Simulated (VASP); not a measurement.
A run of VASP 6.6.1 is set up as follows.

INCAR

```
SYSTEM = BaTiO3
PREC     = Accurate       ! precision mode
ENCUT    = 1340           ! plane-wave cutoff, eV
EDIFF    = 1E-6           ! SCF threshold, eV
ISMEAR   = 0              ! smearing method
SIGMA    = 0.05           ! smearing width, eV
LREAL    = .FALSE.        ! projectors in reciprocal space
LASPH    = .TRUE.         ! aspherical terms in the spheres
NELM     = 200            ! most SCF steps
ALGO     = Normal         ! electronic algorithm
ISIF     = 2              ! what is computed and relaxed
LWAVE    = .FALSE.        ! write WAVECAR
LCHARG   = .FALSE.        ! write CHGCAR
LMAXMIX  = 4              ! l up to which the mixer works
LDAU     = .TRUE.         ! DFT+U
LDAUTYPE = 2            
LDAUL    = -1 2 -1        ! shell
LDAUU    = 0 4 0          ! U, eV
LDAUJ    = 0 0 0        
LDAUPRINT= 1            
GGA      = PE             ! functional
NBANDS   = 28             ! bands
GGA_COMPAT= .FALSE.
```

KPOINTS

```
Automatic mesh
0
G
  6 6 6
  0 0 0
```

File POSCAR:

```
BaTiO3
1.0
    2.9032776664      1.6762081422      2.2756719710
   -2.9032776664      1.6762081422      2.2756719710
    0.0000000000     -3.3524162845      2.2756719709
Ba Ti O
1 1 3
Direct
    0.0026800181      0.0026800181      0.0026800181
    0.5127992509      0.5127992509      0.5127992509
    0.4903227049      0.4903227049      0.9825753212
    0.4903227049      0.9825753212      0.4903227049
    0.9825753212      0.4903227049      0.4903227049
```

Potentials or basis: VASP PAW PBE potentials, release 64 (Ba_sv, Ti_sv, O_h).

Command:

```sh
$ cat potpaw_PBE.64/Ba_sv/POTCAR potpaw_PBE.64/Ti_sv/POTCAR potpaw_PBE.64/O_h/POTCAR > POTCAR
$ mpirun -np 1 vasp_std > vasp.out
```

What does it give for the largest force?

0.646 eV/Å.

Predict the pressure.

3.2 GPa.

Stress tensor (GPa, compression positive):
```
-0.08  0.00  0.00
 0.00 -0.08  0.00
 0.00  0.00  9.80
```

Caveat: the cell differs from its parent crystal (strain +0.015 along x and y, -0.030 along z); the stress differs along the axes, from -0 to 10 GPa.
